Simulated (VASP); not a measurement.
Wanted: the native input for a VASP 6.6.1 run.

```yaml
Task: single point
Functional: PBE
Potentials_or_basis: VASP PAW PBE potentials, release 64 (Li_sv, H)
Cutoff: 520 eV
k_mesh: 6 × 6 × 4
Occupations: gaussian, width 0.01 eV
Spin: no spin polarisation
Dipole_correction: no
Further_INCAR_settings: ALGO = Normal; EDIFF = 1e-06; NBANDS = 12
```

The structure of LiH lies in POSCAR:

```
LiH
1.0
    3.2558279323      0.0000000000      0.0000000000
   -1.6279139661      2.8196296997      0.0000000000
    0.0000000000      0.0000000000      4.0684430705
Li H
2 2
Direct
    0.3333333333      0.6666666667     -0.0625093483
    0.6666666667      0.3333333333      0.4374906517
    0.3333333333      0.6666666667      0.4375093483
    0.6666666667      0.3333333333      0.9375093483
```

One way to write it, as run:

INCAR

```
ALGO = Normal
EDIFF = 1E-6
ENCUT = 520
GGA = PE
ISIF = 2
ISMEAR = 0
LASPH = True
LCHARG = True
LELF = True
LREAL = False
LVHAR = True
LWAVE = False
NBANDS = 12
NELM = 60
PREC = Accurate
SIGMA = 0.01
```

KPOINTS

```
k-points
0
Gamma
  6 6 4
```

Potentials or basis: VASP PAW PBE potentials, release 64 (Li_sv, H).

Run with:

```sh
$ cat potpaw_PBE.64/Li_sv/POTCAR potpaw_PBE.64/H/POTCAR > POTCAR
$ mpirun -np 1 vasp_std > vasp.out
```

It gave:

```yaml
Band_gap_on_the_k_mesh: 1.83 eV, indirect (least direct gap 3.07 eV)
```

It took 5.6 s on 1 thread of AMD EPYC 9R45 96-Core Processor (Zen 5), on a shared host, peak memory 0.11 GiB.
